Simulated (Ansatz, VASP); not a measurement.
## Mo: VASP beside Ansatz

```
CELL_PARAMETERS angstrom
-1.57100 1.57100 1.57100
1.57100 -1.57100 1.57100
1.57100 1.57100 -1.57100
ATOMIC_POSITIONS crystal
Mo 0.00000 0.00000 0.00000
```

Alike in both runs: task single point; functional PBE; k mesh 16 × 16 × 16; occupations fermi-dirac, width 0.05 eV; no spin polarisation.

```csv
,VASP,Ansatz
version,VASP 6.6.1,Ansatz 0.2.0
potentials or method,"VASP PAW PBE potentials, release 64 (Mo_sv), cutoff 520 eV","all-electron LAPW, scalar-relativistic"
```

```tsv
	VASP	Ansatz	Ansatz less VASP
pressure (GPa)	5.2	4.6	-0.57
```

Ansatz ran all-electron here, and VASP with PAW potentials.
